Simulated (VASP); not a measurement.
# Sb in VASP: notebook

The runs below take Sb through single point, with r2SCAN.

Program: VASP 6.6.1. These are calculated values, not measurements. Logs are shortened: lines on timing, memory, paths and dates and some standing lists are left out, and cuts for length are marked.

### 1 The cell of the first run

The structure is cubic, space group Pm-3m (No. 221). The conventional cell has a = 3.118 Å, b = 3.118 Å, c = 3.118 Å, α = 90.00°, β = 90.00°, γ = 90.00°. Sb (site symmetry m-3m) has 6 Sb at 3.12 Å within 4.1 Å.

### 2 Single point, r2SCAN (volume scaled by 1.03)

Contents of POSCAR:

```
Sb
1.0
    3.1181039841      0.0000000000      0.0000000000
    0.0000000000      3.1181039841      0.0000000000
    0.0000000000      0.0000000000      3.1181039841
Sb
1
Direct
    0.0000000000      0.0000000000      0.0000000000
```

Contents of INCAR.step1:

```
PREC = Accurate ; ENCUT = 520
ISMEAR = 0 ; SIGMA = 0.1
LREAL = F ; LASPH = T
NELM = 60 ; NBANDS = 8
GGA = PE ; ALGO = Normal
EDIFF = 1E-4 ; LWAVE = T
LCHARG = F
```

Contents of INCAR.step2:

```
PREC = Accurate ; ENCUT = 520
EDIFF = 1E-6 ; ISMEAR = 0
SIGMA = 0.1 ; LREAL = F
LASPH = T ; NELM = 60
ALGO = Normal ; ISIF = 2
LWAVE = F ; LCHARG = T
METAGGA = R2SCAN ; LMIXTAU = T
LELF = T ; LVHAR = T
NBANDS = 8 ; ISTART = 1
```

Contents of KPOINTS:

```
regular mesh
0
Gamma
  14 14 14
```

Potentials or basis: VASP PAW PBE potentials, release 64 (Sb).

Command:

```sh
$ cat potpaw_PBE.64/Sb/POTCAR > POTCAR
$ cp INCAR.step1 INCAR
$ mpirun -np 1 vasp_std > vasp.out
$ cp INCAR.step2 INCAR
$ mpirun -np 1 vasp_std > vasp.out
```

OUTCAR:

```text
PREC = Accurate
   ENCUT = 520
   EDIFF = 1E-6
   ISMEAR = 0
   LREAL = F
   LASPH = T
   NELM = 60
   ISIF = 2
   METAGGA = R2SCAN
   ISTART = 1

 ion  position               nearest neighbor table
   1  0.000  0.000  0.000-

  LATTYP: Found a simple cubic cell.
 ALAT       =     3.1181039841

  Lattice vectors:

 A1 = (   3.1181039841,   0.0000000000,   0.0000000000)
 A2 = (   0.0000000000,   3.1181039841,   0.0000000000)
 A3 = (   0.0000000000,   0.0000000000,   3.1181039841)

Analysis of symmetry for initial positions (statically):
=====================================================================
 Subroutine PRICEL returns:
 Original cell was already a primitive cell.

 Routine SETGRP: Setting up the symmetry group for a
 simple cubic supercell.

 Subroutine GETGRP returns: Found 48 space group operations
 (whereof 48 operations were pure point group operations)
 out of a pool of 48 trial point group operations.

The static configuration has the point symmetry O_h .

Analysis of symmetry for dynamics (positions and initial velocities):
=====================================================================
 Subroutine PRICEL returns:
 Original cell was already a primitive cell.

 Routine SETGRP: Setting up the symmetry group for a
 simple cubic supercell.

 Subroutine GETGRP returns: Found 48 space group operations
 (whereof 48 operations were pure point group operations)
 out of a pool of 48 trial point group operations.

The dynamic configuration has the point symmetry O_h .

 Subroutine INISYM returns: Found 48 space group operations
 (whereof 48 operations are pure point group operations),
 and found     1 'primitive' translations

----------------------------------------------------------------------------------------

                                     Primitive cell

  volume of cell :      30.3160

  direct lattice vectors                    reciprocal lattice vectors
     3.118103984  0.000000000  0.000000000     0.320707714  0.000000000  0.000000000
     0.000000000  3.118103984  0.000000000     0.000000000  0.320707714  0.000000000
     0.000000000  0.000000000  3.118103984     0.000000000  0.000000000  0.320707714

  length of vectors
     3.118103984  3.118103984  3.118103984     0.320707714  0.320707714  0.320707714

  position of ions in fractional coordinates (direct lattice)
     0.000000000  0.000000000  0.000000000

  ion indices of the primitive-cell ions
   primitive index   ion index
                 1           1

----------------------------------------------------------------------------------------

 KPOINTS: regular mesh

Automatic generation of k-mesh.
 Grid dimensions read from file:
 generate k-points for:   14   14   14

 Generating k-lattice:

  Cartesian coordinates                     Fractional coordinates (reciprocal lattice)
     0.022907694  0.000000000  0.000000000     0.071428571  0.000000000  0.000000000
     0.000000000  0.022907694  0.000000000     0.000000000  0.071428571  0.000000000
     0.000000000  0.000000000  0.022907694     0.000000000  0.000000000  0.071428571

  Length of vectors
     0.022907694  0.022907694  0.022907694

  Shift w.r.t. Gamma in fractional coordinates (k-lattice)
     0.000000000  0.000000000  0.000000000

 Subroutine IBZKPT returns following result:
 ===========================================

 Found    120 irreducible k-points:

 Following reciprocal coordinates:
            Coordinates               Weight
  0.000000  0.000000  0.000000      1.000000
  0.071429  0.000000  0.000000      6.000000
  0.142857  0.000000  0.000000      6.000000
  0.214286  0.000000  0.000000      6.000000
  0.285714  0.000000  0.000000      6.000000
  0.357143  0.000000  0.000000      6.000000
[... 16 lines left out ...]
  0.285714  0.214286  0.000000     24.000000
  0.357143  0.214286  0.000000     24.000000
 [... further k-points ...]
   k-points           NKPTS =    120   k-points in BZ     NKDIM =    120   number of bands    NBANDS=      8
   number of dos      NEDOS =    301   number of ions     NIONS =      1
   total plane-waves  NPLWV =  13824
   dimension x,y,z NGX =    24 NGY =   24 NGZ =   24
   dimension x,y,z NGXF=    48 NGYF=   48 NGZF=   48
   ions per type =               1
   NGX,Y,Z   is equivalent  to a cutoff of  12.80, 12.80, 12.80 a.u.
   NGXF,Y,Z  is equivalent  to a cutoff of  25.59, 25.59, 25.59 a.u.
 SYSTEM =  unknown system
   PREC   = accura    normal or accurate (medium, high low for compatibility)
   ISTART =      1    job   : 0-new  1-cont  2-samecut
   ICHARG =      0    charge: 1-file 2-atom 10-const
   ISPIN  =      1    spin polarized calculation?
   LNONCOLLINEAR =      F non collinear calculations
   LSORBIT =      F    spin-orbit coupling
   LASPH  =      T    aspherical Exc in radial PAW
   ENCUT  =  520.0 eV  38.22 Ry    6.18 a.u.   5.80  5.80  5.80*2*pi/ulx,y,z
   NELM   =     60;   NELMIN=  2; NELMDL=  0     # of ELM steps
   EDIFF  = 0.1E-05   stopping-criterion for ELM
   LREAL  =      F    real-space projection
   EDIFFG = 0.1E-04   stopping-criterion for IOM
   NSW    =      0    number of steps for IOM
   IBRION =     -1    ionic relax: 0-MD 1-quasi-New 2-CG
   NFREE  =      0    steps in history (QN), initial steepest desc. (CG)
   ISIF   =      2    stress and relaxation
   ISYM   =      2    0-nonsym 1-usesym 2-fastsym
   POTIM  = 0.5000    time-step for ionic-motion
   TEBEG  =    0.0;   TEEND  =   0.0 temperature during run
   PSTRESS=    0.0 pullay stress
   NELECT =       5.0000    total number of electrons
   NUPDOWN=      -1.0000    fix difference up-down
   EMIN   =  10.00;   EMAX   =-10.00  energy-range for DOS
   EFERMI =   0.00;   METHOD = LEGACY
   ISMEAR =     0;   SIGMA  =   0.10  broadening in eV -4-tet -1-fermi 0-gaus
   EFERMI_NEDOS =   21; number of points for ismear=-14 and -15
   IALGO  =     38    algorithm
   IMIX   =      4    mixing-type and parameters
     AMIX     =   0.40;   BMIX     =  1.00
     AMIX_MAG =   1.60;   BMIX_MAG =  1.00
  volume/ion in A,a.u.               =      30.32       204.58
  Fermi-wavevector in a.u.,A,eV,Ry     =   0.897789  1.696575 10.966635  0.806025
  Thomas-Fermi vector in A             =   2.020417
   LORBIT       =      0    0 simple, 1 ext, 2 COOP (PROOUT), +10 PAW based schemes
   METAGGA = R2SCAN    functional components
   LHFCALC =     F    Hartree Fock is set to
   AEXX    =    0.0000 exact exchange contribution
   IVDW    =     0    specifies the selected vdW correction
   LEPSILON=     F    determine dielectric tensor
   LRPA    =     F    only Hartree local field effects (RPA)
 non-spin polarized calculation
 Gauss-broadening in eV      SIGMA  =   0.10
  energy-cutoff  :      520.00
  volume of cell :       30.32
 maximum number of plane-waves:       840
 NGX is ok and might be reduce to    24
   NGX = 11   NGY = 11   NGZ = 11

 number of electron       5.0000000 magnetization

 Free energy of the ion-electron system (eV)
  ---------------------------------------------------
  ext. energy  EPLUGINS =         0.00000000
  ---------------------------------------------------
  free energy    TOTEN  =       -25.64069245 eV

  energy without entropy =      -25.63765038  energy(sigma->0) =      -25.63917141

 E-fermi :   6.7942     XC(G=0): -10.0349

 val. band max:        6.7942040220   @ k =   0.5000   0.2857   0.2143
 cond. band min:       6.7972217432   @ k =   0.5000   0.3571   0.3571
 fundamental gap:      0.0030177212
 Fermi energy:         6.7942054906

 k-point     1 :       0.0000    0.0000    0.0000
  band No.  band energies     occupation
      1      -5.9895      2.00000
      2      10.2539      0.00000
      3      10.2539      0.00000
      4      10.2539      0.00000
      5      14.0892      0.00000
      6      14.0892      0.00000
      7      15.8887      0.00000
      8      25.2173      0.00000

 k-point     2 :       0.0714    0.0000    0.0000
  band No.  band energies     occupation
      1      -5.9127      2.00000
      2       9.2880      0.00000
      3      10.3297      0.00000
      4      10.3297      0.00000
      5      14.1497      0.00000
      6      14.7455      0.00000
      7      16.3663      0.00000
      8      24.5248      0.00000

 k-point     3 :       0.1429    0.0000    0.0000
  band No.  band energies     occupation
      1      -5.6842      2.00000
      2       7.5213      0.00000
      3      10.5513      0.00000
      4      10.5513      0.00000
      5      14.3301      0.00000
      6      15.3457      0.00000
      7      18.0236      0.00000
      8      23.2969      0.00000

 k-point     4 :       0.2143    0.0000    0.0000
  band No.  band energies     occupation
      1      -5.3121      2.00000
      2       5.7033      2.00000
      3      10.9002      0.00000
      4      10.9002      0.00000
      5      14.6253      0.00000
      6      15.7756      0.00000
      7      20.1551      0.00000
      8      22.0151      0.00000

 k-point     5 :       0.2857    0.0000    0.0000
  band No.  band energies     occupation
      1      -4.8160      2.00000
      2       4.0211      2.00000
      3      11.3398      0.00000
      4      11.3398      0.00000
      5      15.0227      0.00000
      6      16.2750      0.00000
      7      20.8111      0.00000
      8      20.8111      0.00000
[... 177 lines left out ...]
 k-point    22 :       0.2143    0.2143    0.0000
  band No.  band energies     occupation
      1      -4.6325      2.00000
      2       6.0961      2.00000
      3       6.6189      1.98682
      4      11.5523      0.00000
      5      15.6543      0.00000
      6      17.2213      0.00000
      7      20.1329      0.00000
      8      21.3592      0.00000

 k-point    23 :       0.2857    0.2143    0.0000
  band No.  band energies     occupation
      1      -4.1339      2.00000
      2       4.6356      2.00000
      3       6.8496      0.43353
      4      11.9960      0.00000
      5      15.4209      0.00000
      6      16.5094      0.00000
      7      20.8633      0.00000
      8      21.2977      0.00000

 k-point    24 :       0.3571    0.2143    0.0000
  band No.  band energies     occupation
      1      -3.5576      2.00000
      2       3.2021      2.00000
      3       7.3349      0.00000
      4      12.4650      0.00000
      5      14.3745      0.00000
      6      16.9067      0.00000
      7      20.2873      0.00000
      8      20.6180      0.00000

 [... further k-points ...]
[... 5 lines left out ...]
  --------------------------------------------------------------------------------------
  -------------------------------------------------------------------------------------
  Total       -0.3085097     -0.3085097     -0.3085097     -0.0000000     -0.0000000      0.0000000
  in kB      -16.3045071    -16.3045071    -16.3045071     -0.0000000     -0.0000000      0.0000000
  external PRESSURE =     -16.3045071 kB  Pullay stress =       0.0000000 kB

 VOLUME and BASIS-vectors are now :
 -----------------------------------------------------------------------------
  energy-cutoff  :      520.00
  volume of cell :       30.32
      direct lattice vectors                 reciprocal lattice vectors
     3.118103984  0.000000000  0.000000000     0.320707714  0.000000000  0.000000000
     0.000000000  3.118103984  0.000000000     0.000000000  0.320707714  0.000000000
     0.000000000  0.000000000  3.118103984     0.000000000  0.000000000  0.320707714

 POSITION                                       TOTAL-FORCE (eV/Angst)
 -----------------------------------------------------------------------------------
      0.00000      0.00000      0.00000         0.000000      0.000000      0.000000
 -----------------------------------------------------------------------------------
    total drift:                               -0.000000     -0.000000      0.000000

  FREE ENERGIE OF THE ION-ELECTRON SYSTEM (eV)
  ---------------------------------------------------
  free  energy   TOTEN  =       -25.6406924451 eV

  energy  without entropy=      -25.6376503752  energy(sigma->0) =      -25.63917141
```

Wall time 48 s (1 thread of Intel Xeon Platinum 8488C (Sapphire Rapids), shared host); peak memory 0.15 GiB.

Results:

```yaml
Free_energy: -25.6407 eV
Pressure: -1.6 GPa
```

Levels at points of the mesh, in eV from the Fermi level:
| k point | band 1 | band 2 | band 3 | band 4 | band 5 | band 6 | band 7 |
| --- | --- | --- | --- | --- | --- | --- | --- |
| (0.00, 0.00, 0.00) | -12.78 | 3.46 | 3.46 | 3.46 | 7.29 | 7.29 | 9.09 |
| (0.50, 0.00, 0.00) | -10.27 | -5.69 | 5.54 | 5.54 | 9.35 | 11.35 | 12.00 |
| (0.50, 0.50, 0.00) | -7.57 | -3.65 | -3.65 | 2.60 | 7.68 | 13.43 | 13.91 |
| (0.50, 0.50, 0.50) | -4.50 | -1.71 | -1.71 | -1.71 | 5.27 | 5.27 | 5.27 |

Caveat: the PAW data sets were made with another functional, which shifts forces and pressure a little; spin-orbit coupling is left out, which moves the levels of the heavy elements.

(Part 1 of 3 ends here.)
